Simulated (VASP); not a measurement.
# Ba4Er (I-43m) in VASP: relaxation of cell and atoms with PBE

Aim: the relaxation of cell and atoms of Ba4Er with PBE.

Everything below comes from runs of VASP 6.6.1. Logs are shortened: lines on timing, memory, paths and dates and some standing lists are left out, and cuts for length are marked.

**1. The cell of the first run**

The structure is cubic, space group I-43m (No. 217). The conventional cell has a = 8.619 Å, b = 8.619 Å, c = 8.619 Å, α = 90.00°, β = 90.00°, γ = 90.00°. Within 4.8 Å of Ba (site symmetry 3m) lie 2 Er at 3.68 to 3.78 Å and 6 Ba at 4.31 Å. Er (site symmetry -43m) has 8 Ba at 3.68 to 3.78 Å within 4.8 Å.

The cell was generated, and may not be a known phase.

**2. Relaxation of cell and atoms, PBE**

Input file INCAR:

```
SYSTEM = Ba4Er
  PREC = Accurate
  ENCUT = 500
  EDIFF = 1E-7
  ISMEAR = 0
  SIGMA = 0.1
  LREAL = .FALSE.
  LASPH = .TRUE.
  NELM = 200
  ALGO = Normal
  ISIF = 3
  LWAVE = .FALSE.
  LCHARG = .FALSE.
  GGA = PE
  IBRION = 2
  NSW = 100
  EDIFFG = -0.01
  GGA_COMPAT = .FALSE.
  NELMIN = 4
  LMAXMIX = 6
```

Input file KPOINTS:

```
Automatic mesh
0
G
  6 6 6
  0 0 0
```

Input file POSCAR:

```
Ba4Er
1.0
   -4.3097427705      4.3097427705      4.3097427705
    4.3097427705     -4.3097427705      4.3097427705
    4.3097427705      4.3097427705     -4.3097427705
Ba Er
4 1
Direct
    0.4931080957      0.4931080957      0.4931080957
    0.5068919043      0.0000000000      0.0000000000
    0.0000000000      0.0000000000      0.5068919043
    0.0000000000      0.5068919043      0.0000000000
    0.0000000000      0.0000000000      0.0000000000
```

Potentials or basis: VASP PAW PBE potentials, release 64 (Ba_sv, Er_3), 4f in core.

Started as:

```console
$ cat potpaw_PBE.64/Ba_sv/POTCAR potpaw_PBE.64/Er_3/POTCAR > POTCAR
$ mpirun -np 1 vasp_std > vasp.out
```

OUTCAR:

```text
SYSTEM = Ba4Er
   PREC = Accurate
   ENCUT = 500
   EDIFF = 1E-7
   ISMEAR = 0
   LREAL = .FALSE.
   LASPH = .TRUE.
   NELM = 200
   ISIF = 3
   GGA = PE
   IBRION = 2
   NSW = 100
   EDIFFG = -0.01
   NELMIN = 4

 ion  position               nearest neighbor table
   1  0.493  0.493  0.493-   5 3.68   5 3.78   4 4.31   2 4.31   2 4.31   3 4.31   4 4.31   3 4.31

   2  0.507  0.000  0.000-   5 3.68   5 3.78   1 4.31   4 4.31   1 4.31   3 4.31   4 4.31   3 4.31

   3  0.000  0.000  0.507-   5 3.68   5 3.78   1 4.31   2 4.31   2 4.31   4 4.31   4 4.31   1 4.31

   4  0.000  0.507  0.000-   5 3.68   5 3.78   1 4.31   2 4.31   2 4.31   3 4.31   3 4.31   1 4.31

   5  0.000  0.000  0.000-   1 3.68   2 3.68   3 3.68   4 3.68   4 3.78   3 3.78   2 3.78   1 3.78

  LATTYP: Found a body centered cubic cell.
 ALAT       =     8.6194855410

  Lattice vectors:

 A1 = (  -4.3097427705,   4.3097427705,   4.3097427705)
 A2 = (   4.3097427705,  -4.3097427705,   4.3097427705)
 A3 = (   4.3097427705,   4.3097427705,  -4.3097427705)

Analysis of symmetry for initial positions (statically):
=====================================================================
 Subroutine PRICEL returns:
 Original cell was already a primitive cell.

 Routine SETGRP: Setting up the symmetry group for a
 body centered cubic supercell.

 Subroutine GETGRP returns: Found 24 space group operations
 (whereof 24 operations were pure point group operations)
 out of a pool of 48 trial point group operations.

The static configuration has the point symmetry T_d .

Analysis of symmetry for dynamics (positions and initial velocities):
=====================================================================
 Subroutine PRICEL returns:
 Original cell was already a primitive cell.

 Routine SETGRP: Setting up the symmetry group for a
 body centered cubic supercell.

 Subroutine GETGRP returns: Found 24 space group operations
 (whereof 24 operations were pure point group operations)
 out of a pool of 48 trial point group operations.

The dynamic configuration has the point symmetry T_d .

 Subroutine INISYM returns: Found 24 space group operations
 (whereof 24 operations are pure point group operations),
 and found     1 'primitive' translations

----------------------------------------------------------------------------------------

                                     Primitive cell

  volume of cell :     320.1946

  direct lattice vectors                    reciprocal lattice vectors
    -4.309742770  4.309742770  4.309742770     0.000000000  0.116016205  0.116016205
     4.309742770 -4.309742770  4.309742770     0.116016205  0.000000000  0.116016205
     4.309742770  4.309742770 -4.309742770     0.116016205  0.116016205  0.000000000

  length of vectors
     7.464693446  7.464693446  7.464693446     0.164071690  0.164071690  0.164071690

  position of ions in fractional coordinates (direct lattice)
     0.493108096  0.493108096  0.493108096
     0.506891904  0.000000000  0.000000000
     0.000000000  0.000000000  0.506891904
     0.000000000  0.506891904  0.000000000
     0.000000000  0.000000000  0.000000000

  ion indices of the primitive-cell ions
   primitive index   ion index
                 1           1
                 2           2
                 3           3
                 4           4
                 5           5

----------------------------------------------------------------------------------------

 KPOINTS: Automatic mesh

Automatic generation of k-mesh.
 Grid dimensions read from file:
 generate k-points for:    6    6    6

 Generating k-lattice:

  Cartesian coordinates                     Fractional coordinates (reciprocal lattice)
     0.000000000  0.019336034  0.019336034     0.166666667  0.000000000  0.000000000
     0.019336034  0.000000000  0.019336034     0.000000000  0.166666667  0.000000000
     0.019336034  0.019336034  0.000000000     0.000000000  0.000000000  0.166666667

  Length of vectors
     0.027345282  0.027345282  0.027345282

  Shift w.r.t. Gamma in fractional coordinates (k-lattice)
     0.000000000  0.000000000  0.000000000

 Subroutine IBZKPT returns following result:
 ===========================================

 Found     16 irreducible k-points:

 Following reciprocal coordinates:
            Coordinates               Weight
  0.000000  0.000000  0.000000      1.000000
  0.166667  0.000000  0.000000     12.000000
  0.333333  0.000000  0.000000     12.000000
  0.500000  0.000000  0.000000      6.000000
  0.166667  0.166667  0.000000     24.000000
  0.333333  0.166667 -0.000000     48.000000
[... 8 lines left out ...]
  0.500000  0.500000  0.333333     12.000000
  0.500000  0.500000  0.500000      1.000000
   k-points           NKPTS =     16   k-points in BZ     NKDIM =     16   number of bands    NBANDS=     29
   number of dos      NEDOS =    301   number of ions     NIONS =      5
   total plane-waves  NPLWV = 157464
   dimension x,y,z NGX =    54 NGY =   54 NGZ =   54
   dimension x,y,z NGXF=   108 NGYF=  108 NGZF=  108
   ions per type =               4   1
   NGX,Y,Z   is equivalent  to a cutoff of  12.03, 12.03, 12.03 a.u.
   NGXF,Y,Z  is equivalent  to a cutoff of  24.05, 24.05, 24.05 a.u.
 SYSTEM =  Ba4Er
   PREC   = accura    normal or accurate (medium, high low for compatibility)
   ISTART =      0    job   : 0-new  1-cont  2-samecut
   ICHARG =      2    charge: 1-file 2-atom 10-const
   ISPIN  =      1    spin polarized calculation?
   LNONCOLLINEAR =      F non collinear calculations
   LSORBIT =      F    spin-orbit coupling
   LASPH  =      T    aspherical Exc in radial PAW
   ENCUT  =  500.0 eV  36.75 Ry    6.06 a.u.  13.61 13.61 13.61*2*pi/ulx,y,z
   NELM   =    200;   NELMIN=  4; NELMDL= -5     # of ELM steps
   EDIFF  = 0.1E-06   stopping-criterion for ELM
   LREAL  =      F    real-space projection
   EDIFFG = -.1E-01   stopping-criterion for IOM
   NSW    =    100    number of steps for IOM
   IBRION =      2    ionic relax: 0-MD 1-quasi-New 2-CG
   NFREE  =      1    steps in history (QN), initial steepest desc. (CG)
   ISIF   =      3    stress and relaxation
   ISYM   =      2    0-nonsym 1-usesym 2-fastsym
   POTIM  = 0.5000    time-step for ionic-motion
   TEBEG  =    0.0;   TEEND  =   0.0 temperature during run
   PSTRESS=    0.0 pullay stress
   NELECT =      49.0000    total number of electrons
   NUPDOWN=      -1.0000    fix difference up-down
   EMIN   =  10.00;   EMAX   =-10.00  energy-range for DOS
   EFERMI =   0.00;   METHOD = LEGACY
   ISMEAR =     0;   SIGMA  =   0.10  broadening in eV -4-tet -1-fermi 0-gaus
   EFERMI_NEDOS =   21; number of points for ismear=-14 and -15
   IALGO  =     38    algorithm
   IMIX   =      4    mixing-type and parameters
     AMIX     =   0.40;   BMIX     =  1.00
     AMIX_MAG =   1.60;   BMIX_MAG =  1.00
  volume/ion in A,a.u.               =      64.04       432.16
  Fermi-wavevector in a.u.,A,eV,Ry     =   0.875660  1.654757 10.432681  0.766780
  Thomas-Fermi vector in A             =   1.995362
   LORBIT       =      0    0 simple, 1 ext, 2 COOP (PROOUT), +10 PAW based schemes
   GGA     = PE    functional components
   LHFCALC =     F    Hartree Fock is set to
   AEXX    =    0.0000 exact exchange contribution
   IVDW    =     0    specifies the selected vdW correction
   LEPSILON=     F    determine dielectric tensor
   LRPA    =     F    only Hartree local field effects (RPA)
 conjugate gradient relaxation of ions
 non-spin polarized calculation
 Gauss-broadening in eV      SIGMA  =   0.10
  energy-cutoff  :      500.00
  volume of cell :      320.19
 maximum number of plane-waves:      8160
   NGX = 27   NGY = 27   NGZ = 27

--------------------------------------- Ionic step        1  -------------------------------------------

 number of electron      49.0000003 magnetization

 Free energy of the ion-electron system (eV)
  ---------------------------------------------------
  ext. energy  EPLUGINS =         0.00000000
  ---------------------------------------------------
  free energy    TOTEN  =        -9.77225547 eV

  energy without entropy =       -9.72049810  energy(sigma->0) =       -9.74637678

------------------------ aborting loop because EDIFF is reached ----------------------------------------

  FORCE on cell =-STRESS in cart. coord.  units (eV):
  Direction    XX          YY          ZZ          XY          YZ          ZX
  --------------------------------------------------------------------------------------
  -------------------------------------------------------------------------------------
  Total        0.2640916      0.2640916      0.2640916      0.0000000      0.0000000     -0.0000000
  in kB        1.3214513      1.3214513      1.3214513      0.0000000      0.0000000     -0.0000000
  external PRESSURE =       1.3214513 kB  Pullay stress =       0.0000000 kB
[... 219 lines left out ...]
  energy  without entropy=       -9.7272430690  energy(sigma->0) =       -9.75358654

--------------------------------------- Ionic step        7  -------------------------------------------

 number of electron      48.9999998 magnetization

 Free energy of the ion-electron system (eV)
  ---------------------------------------------------
  ext. energy  EPLUGINS =         0.00000000
  ---------------------------------------------------
  free energy    TOTEN  =        -9.78119860 eV

  energy without entropy =       -9.72879525  energy(sigma->0) =       -9.75499692

 E-fermi :   1.1711     XC(G=0):  -7.1533

 val. band max:        1.1643516870   @ k =   0.5000   0.5000   0.3333
 cond. band min:       1.1920349573   @ k =   0.3333   0.1667   0.1667
 fundamental gap:      0.0276832703
 Fermi energy:         1.1711118190

 k-point     1 :       0.0000    0.0000    0.0000
  band No.  band energies     occupation
      1     -27.7348      2.00000
      2     -27.6951      2.00000
      3     -27.6951      2.00000
      4     -27.6951      2.00000
      5     -24.2535      2.00000
      6     -24.2535      2.00000
[... 533 lines left out ...]
  FREE ENERGIE OF THE ION-ELECTRON SYSTEM (eV)
  ---------------------------------------------------
  free  energy   TOTEN  =        -9.7811985984 eV

  energy  without entropy=       -9.7287952471  energy(sigma->0) =       -9.75499692

 reached required accuracy - stopping structural energy minimisation
```

Run time: 14 min. Hardware: 1 thread of Intel Xeon 6975P-C (Granite Rapids), shared host; peak memory 0.5 GiB.

What came out:

```yaml
Free_energy: -9.7812 eV
Relaxed_volume: 64.95 Å³/atom
Relaxed_cell: a = 7.500 Å, b = 7.500 Å, c = 7.500 Å, α = 109.47°, β = 109.47°, γ = 109.47°
Space_group_after_relaxing_to_0.1_Å: Im-3m (No. 229)
Energy_gained_by_relaxing: 1.8 meV/atom
Ionic_steps: 7
Pressure_after_relaxing: 0.0 GPa
Largest_force_after_relaxing: 0.008 eV/Å
Band_gap_on_the_k_mesh: zero (an odd number of electrons rules out a gap without spin polarisation)
```

Forces on the atoms (eV/Å):
```
Ba  -0.005 -0.005 -0.005
Ba  -0.005  0.005  0.005
Ba   0.005  0.005 -0.005
Ba   0.005 -0.005  0.005
Er   0.000  0.000  0.000
```

The path:
| step | energy change (eV) | largest force (eV/Å) | pressure (GPa) | volume (Å³) |
| --- | --- | --- | --- | --- |
| 1 | 0.0000 | 0.0685 | 0.13 | 320.19 |
| 2 | -0.0024 | 0.0640 | 0.07 | 322.65 |
| 3 | -0.0041 | 0.0567 | -0.03 | 326.32 |
| 4 | -0.0041 | 0.0551 | -0.05 | 327.16 |
| 5 | -0.0052 | 0.0484 | -0.04 | 326.91 |
| 6 | -0.0077 | 0.0297 | -0.02 | 326.19 |
| 7 | -0.0089 | 0.0085 | 0.01 | 324.74 |

Final structure:
```
Ba Er
1.0
    -4.33003    4.33003    4.33003
     4.33003   -4.33003    4.33003
     4.33003    4.33003   -4.33003
Ba Er
4 1
Cartesian
  2.1690 2.1690 2.1690
  -2.1611 2.1611 2.1611
  2.1611 2.1611 -2.1611
  2.1611 -2.1611 2.1611
  0.0000 0.0000 0.0000
```

Levels at points of the mesh, in eV from the Fermi level:
```
           k point  band 22  band 23  band 24  band 25  band 26  band 27  band 28  band 29
(0.00, 0.00, 0.00)    -0.83    -0.83    -0.34    -0.34    -0.34     0.18     0.18     1.64
(0.50, 0.00, 0.00)    -0.39     0.03     0.05     0.05     0.13     0.30     0.63     0.97
(0.50, 0.50, 0.50)    -0.91    -0.91     0.15     0.15     0.28     0.28     0.28     0.83
```

Caveat: spin-orbit coupling is left out, which moves the levels of the heavy elements; the 4f electrons are frozen in the core, so they carry no moment and show no levels. Spin polarisation is off, so any magnetic state and its effect on volume and gap are missing.

The gap in the log of VASP goes by the Fermi energy; the results here count the filled bands.